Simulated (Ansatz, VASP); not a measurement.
MgO: VASP beside Ansatz

POSCAR

```
MgO
1.0
    0.0000000000      2.1021674155      2.0180807188
    2.1021674155      0.0000000000      2.0180807188
    2.1021674155      2.1021674155      0.0000000000
Mg O
1 1
Direct
    0.0000000000      0.0000000000      0.0000000000
    0.5000000000      0.5000000000      0.5000000000
```

File INCAR.step1:

```
SYSTEM = MgO
PREC = Accurate
ENCUT = 520
ISMEAR = 0
SIGMA = 0.01
LREAL = .False.
LASPH = .True.
NELM = 60
NBANDS = 11
GGA = PE
ALGO = Normal
EDIFF = 1E-4
LWAVE = .True.
LCHARG = .False.
```

Contents of INCAR.step2:

```
SYSTEM = MgO
PREC = Accurate
ENCUT = 520
EDIFF = 1E-6
ISMEAR = 0
SIGMA = 0.01
LREAL = .False.
LASPH = .True.
NELM = 60
ALGO = Normal
ISIF = 2
LWAVE = .False.
LCHARG = .True.
METAGGA = R2SCAN
LMIXTAU = .True.
LELF = .True.
LVHAR = .True.
NBANDS = 11
ISTART = 1
```

The input KPOINTS:

```
Automatic mesh
0
Gamma
  10 10 10
  0 0 0
```

Input for Ansatz:

```yaml
crystal:
  lattice:
    - [0.0, 2.1021674155, 2.0180807188]
    - [2.1021674155, 0.0, 2.0180807188]
    - [2.1021674155, 2.1021674155, 0.0]
  atoms:
    - { symbol: Mg, position: [0.0, 0.0, 0.0] }
    - { symbol: O, position: [0.5, 0.5, 0.5] }
kpoints:
  mp_grid: { grid: [10, 10, 10] }
  band_path:
    path:
      - [0.0, 0.0, 0.0]
      - [0.5, 0.0, 0.5]
      - [0.625, 0.25, 0.625]
      - [0.375, 0.375, 0.75]
      - [0.5, 0.5, 0.5]
      - [0.5, 0.25, 0.75]
    npoints: 1
hamiltonian:
  xc: r2scan
scf:
  occupations: { method: fixed }
  n_extra_bands: 4
output:
  forces: true
  stress: true
  eigenvalues: true
```

Change from the starting cell: uniaxial_z strain -4.0%.

Alike in both runs: task single point; functional r2SCAN; k mesh 10 × 10 × 10; no spin polarisation.

|  | VASP | Ansatz |
| --- | --- | --- |
| version | VASP 6.6.1 | Ansatz 0.2.0 |
| potentials or method | VASP PAW PBE potentials, release 64 (Mg, O) | plane waves, PAW |
| plane-wave cutoff (eV) | 520 | 500 |
| occupations | gaussian, width 0.01 eV | fixed |
| valence electrons in the cell | 8 | 16 |

```csv
,VASP,Ansatz,Ansatz less VASP
gap on the k mesh at the Fermi level (eV),6.04,6.07,+0.025
pressure (GPa),6.9,8.1,+1.14
"traceless stress, the component that is largest in VASP (GPa)",7.95,7.91,-0.042
```

VASP's potentials were made for PBE, not for r2SCAN. VASP's potentials hold 8 valence electrons a cell and Ansatz's 16, so a difference there can come from the potentials and not from the codes.
